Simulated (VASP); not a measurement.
# GaP (R-3m) in VASP: notebook, part 2 of 2

VASP 6.6.1. The steps go on from the part before.

## Step 3: Single point, PBEsol

Contents of INCAR:

```
SYSTEM = GaP
  PREC = Accurate
  ENCUT = 520
  EDIFF = 1E-7
  ISMEAR = 0
  SIGMA = 0.01
  LREAL = .FALSE.
  LASPH = .TRUE.
  NELM = 100
  ALGO = Normal
  ISIF = 2
  LWAVE = .FALSE.
  LCHARG = .FALSE.
  GGA = PS
  NBANDS = 26
```

Contents of KPOINTS:

```
regular mesh
0
G
  6 6 6
  0 0 0
```

Contents of POSCAR:

```
GaP
1.0
    1.9430150000      1.1218000000      6.4308100000
   -1.9430150000      1.1218000000      6.4308100000
    0.0000000000     -2.2436010000      6.4308100000
Ga P
2 2
Direct
    0.4353720000      0.4353720000      0.4353720000
    0.5646280000      0.5646280000      0.5646280000
    0.0573890000      0.0573890000      0.0573890000
    0.9426110000      0.9426110000      0.9426110000
```

Potentials or basis: VASP PAW PBE potentials, release 64 (Ga_d, P).

The run is started by

```bash
$ cat potpaw_PBE.64/Ga_d/POTCAR potpaw_PBE.64/P/POTCAR > POTCAR
$ mpirun -np 1 vasp_std > vasp.out
```

OUTCAR:

```text
SYSTEM = GaP
   PREC = Accurate
   ENCUT = 520
   EDIFF = 1E-7
   ISMEAR = 0
   LREAL = .FALSE.
   LASPH = .TRUE.
   NELM = 100
   ISIF = 2
   GGA = PS

 ion  position               nearest neighbor table
   1  0.435  0.435  0.435-   3 2.40   3 2.40   3 2.40   2 2.49
   2  0.565  0.565  0.565-   4 2.40   4 2.40   4 2.40   1 2.49
   3  0.057  0.057  0.057-   4 2.21   1 2.40   1 2.40   1 2.40
   4  0.943  0.943  0.943-   3 2.21   2 2.40   2 2.40   2 2.40

  LATTYP: Found a trigonal (rhomboedric) cell.
 ALAT       =     6.8109514597
 COS(alpha) =     0.8372328435

  Lattice vectors:

 A1 = (   1.9430150000,   1.1218000000,   6.4308100000)
 A2 = (  -1.9430150000,   1.1218000000,   6.4308100000)
 A3 = (   0.0000000000,  -2.2436010000,   6.4308100000)

Analysis of symmetry for initial positions (statically):
=====================================================================
 Subroutine PRICEL returns:
 Original cell was already a primitive cell.

 Routine SETGRP: Setting up the symmetry group for a
 trigonal (rhombohedral) supercell.

 Subroutine GETGRP returns: Found 12 space group operations
 (whereof 12 operations were pure point group operations)
 out of a pool of 12 trial point group operations.

The static configuration has the point symmetry D_3d.

Analysis of symmetry for dynamics (positions and initial velocities):
=====================================================================
 Subroutine PRICEL returns:
 Original cell was already a primitive cell.

 Routine SETGRP: Setting up the symmetry group for a
 trigonal (rhombohedral) supercell.

 Subroutine GETGRP returns: Found 12 space group operations
 (whereof 12 operations were pure point group operations)
 out of a pool of 12 trial point group operations.

The dynamic configuration has the point symmetry D_3d.

 Subroutine INISYM returns: Found 12 space group operations
 (whereof 12 operations are pure point group operations),
[... 113 lines left out ...]
   EMIN   =  10.00;   EMAX   =-10.00  energy-range for DOS
   EFERMI =   0.00;   METHOD = LEGACY
   ISMEAR =     0;   SIGMA  =   0.01  broadening in eV -4-tet -1-fermi 0-gaus
   EFERMI_NEDOS =   21; number of points for ismear=-14 and -15
   IALGO  =     38    algorithm
   IMIX   =      4    mixing-type and parameters
     AMIX     =   0.40;   BMIX     =  1.00
     AMIX_MAG =   1.60;   BMIX_MAG =  1.00
  volume/ion in A,a.u.               =      21.03       141.89
  Fermi-wavevector in a.u.,A,eV,Ry     =   1.233785  2.331515 20.711131  1.522225
  Thomas-Fermi vector in A             =   2.368501
   LORBIT       =      0    0 simple, 1 ext, 2 COOP (PROOUT), +10 PAW based schemes
   GGA     = PS    functional components
   LHFCALC =     F    Hartree Fock is set to
   AEXX    =    0.0000 exact exchange contribution
   IVDW    =     0    specifies the selected vdW correction
   LEPSILON=     F    determine dielectric tensor
   LRPA    =     F    only Hartree local field effects (RPA)
 non-spin polarized calculation
 Gauss-broadening in eV      SIGMA  =   0.01
  energy-cutoff  :      520.00
  volume of cell :       84.10
 maximum number of plane-waves:      2282
 NGX is ok and might be reduce to    54
   NGX = 25   NGY = 25   NGZ = 25

 number of electron      36.0000008 magnetization

 Free energy of the ion-electron system (eV)
  ---------------------------------------------------
  ext. energy  EPLUGINS =         0.00000000
  ---------------------------------------------------
  free energy    TOTEN  =       -19.28557257 eV

  energy without entropy =      -19.28557257  energy(sigma->0) =      -19.28557257

 E-fermi :   4.6126     XC(G=0):  -9.8523

 val. band max:        4.5322695047   @ k =   0.0000   0.0000   0.0000
 cond. band min:       5.2716354271   @ k =   0.5000   0.5000   0.0000
 fundamental gap:      0.7393659224
 Fermi energy:         4.6125937793

 k-point     1 :       0.0000    0.0000    0.0000
  band No.  band energies     occupation
      1     -10.2189      2.00000
      2     -10.0911      2.00000
      3     -10.0911      2.00000
      4     -10.0770      2.00000
      5     -10.0770      2.00000
      6     -10.0251      2.00000
[... 685 lines left out ...]
     25      12.2185      0.00000
     26      12.3165      0.00000

 [... further k-points ...]
[... 5 lines left out ...]
  --------------------------------------------------------------------------------------
  -------------------------------------------------------------------------------------
  Total       -1.5358029     -1.5358032     -1.4007986      0.0000000      0.0000001      0.0000000
  in kB      -29.2575146    -29.2575198    -26.6856409      0.0000000      0.0000014      0.0000000
  external PRESSURE =     -28.4002251 kB  Pullay stress =       0.0000000 kB

 VOLUME and BASIS-vectors are now :
 -----------------------------------------------------------------------------
  energy-cutoff  :      520.00
  volume of cell :       84.10
      direct lattice vectors                 reciprocal lattice vectors
     1.943015000  1.121800000  6.430810000     0.257332033  0.148570705  0.051833810
    -1.943015000  1.121800000  6.430810000    -0.257332033  0.148570705  0.051833810
     0.000000000 -2.243601000  6.430810000     0.000000000 -0.297141410  0.051833787

 POSITION                                       TOTAL-FORCE (eV/Angst)
 -----------------------------------------------------------------------------------
      0.00000     -0.00000      8.39938         0.000000     -0.000000      0.041263
      0.00000     -0.00000     10.89305         0.000000      0.000000     -0.041263
      0.00000     -0.00000      1.10717         0.000000     -0.000000      0.090150
      0.00000     -0.00000     18.18526         0.000000      0.000000     -0.090150
 -----------------------------------------------------------------------------------
    total drift:                                0.000000      0.000000      0.000000

  FREE ENERGIE OF THE ION-ELECTRON SYSTEM (eV)
  ---------------------------------------------------
  free  energy   TOTEN  =       -19.2855725732 eV

  energy  without entropy=      -19.2855725732  energy(sigma->0) =      -19.28557257
```

stdout:

```text
POSCAR found type information on POSCAR GaP
 POSCAR found :  2 types and       4 ions
 scaLAPACK will be used
 -----------------------------------------------------------------------------
|                                                                             |
|                                                                             |
|     You enforced a specific xc type in the INCAR file but a different       |
|     I HOPE YOU KNOW WHAT YOU ARE DOING!                                     |
|                                                                             |
 -----------------------------------------------------------------------------

 LDA part: xc-table for (Slater+PW92), standard interpolation
 POSCAR, INCAR and KPOINTS ok, starting setup
 FFT: planning ... GRIDC
 FFT: planning ... GRID_SOFT
 FFT: planning ... GRID
 WAVECAR not read
 entering main loop
```

Wall time 4.1 min (1 thread of Intel Xeon 8259CL, shared host); peak memory 0.41 GiB.

What came out:

```
Free energy            : -19.2856 eV
Pressure               : -2.8 GPa
Largest force          : 0.090 eV/Å
Band gap on the k mesh : 0.74 eV (least direct gap 1.02 eV)
```

Forces on the atoms (eV/Å):
```
Ga   0.000  0.000  0.041
Ga   0.000  0.000 -0.041
P    0.000  0.000  0.090
P    0.000  0.000 -0.090
```

Caveat: the PAW data sets were made with another functional, which shifts forces and pressure a little. A k mesh can miss the band edges.

## Step 4: Single point, LDA

Contents of INCAR:

```
SYSTEM = GaP
ALGO = Normal ; EDIFF = 1E-6
ENCUT = 520 ; GGA = CA
ISIF = 2 ; ISMEAR = 0
LASPH = .True. ; LCHARG = .True.
LELF = .True. ; LREAL = .False.
LVHAR = .True. ; LWAVE = .False.
NBANDS = 26 ; NELM = 100
PREC = Accurate ; SIGMA = 0.01
```

Contents of KPOINTS:

```
k-points
0
Gamma
  6 6 6
  0 0 0
```

POSCAR is that of step 3.

Potentials or basis: VASP PAW LDA potentials, release 64 (Ga_d, P).

The run is started by

```bash
$ cat potpaw_LDA.64/Ga_d/POTCAR potpaw_LDA.64/P/POTCAR > POTCAR
$ mpirun -np 1 vasp_std > vasp.out
```

Wall time 4.1 min (1 thread of Intel Xeon 8259CL, shared host); peak memory 0.32 GiB.

The run converged. Its results:

| Property | Result |
| --- | --- |
| Free energy | -20.3038 eV |
| Pressure | -4.7 GPa |
| Largest force | 0.093 eV/Å |
| Band gap on the k mesh | 0.72 eV (least direct gap 0.97 eV) |

Forces on the atoms (eV/Å):
```
Ga   0.000  0.000  0.045
Ga   0.000  0.000 -0.045
P    0.000  0.000  0.093
P    0.000  0.000 -0.093
```

Levels at points of the mesh, in eV from the valence-band top:
```csv
k point,band 15,band 16,band 17,band 18,band 19,band 20,band 21,band 22
"(0.00, 0.00, 0.00)",-1.79,-0.28,0.00,0.00,0.97,1.33,2.68,3.59
"(0.50, 0.00, 0.00)",-4.48,-2.83,-2.72,-1.75,1.50,2.60,3.53,4.37
"(0.50, 0.50, 0.00)",-3.79,-3.10,-1.21,-0.52,0.72,1.36,1.38,3.95
"(0.50, 0.50, 0.50)",-1.70,-1.70,-0.26,-0.26,0.97,2.23,3.78,3.78
```

Caveat: the cell stands under tension. A k mesh can miss the band edges.

## Step 5: Overview

```tsv
level	potentials or basis	gap on the mesh (eV)	pressure (GPa)	largest force (eV/Å)
BLYP	VASP PAW PBE potentials, release 64 (Ga_d, P)	0.95	3.8	0.15
PBEsol	VASP PAW PBE potentials, release 64 (Ga_d, P)	0.74	-2.8	0.09
LDA	VASP PAW LDA potentials, release 64 (Ga_d, P)	0.72	-4.7	0.09
```

Alike in all rows: task single point; no spin polarisation; cell as given; k mesh 6 × 6 × 6; cutoff (eV) 520; smearing gaussian 0.01 eV.

Caveats: the PAW data sets were made with another functional, which shifts forces and pressure a little (at least some runs); the cell stands under pressure (at least some runs); the cell stands under tension (at least some runs).

Absolute energies hang on the potentials; compare differences alone.
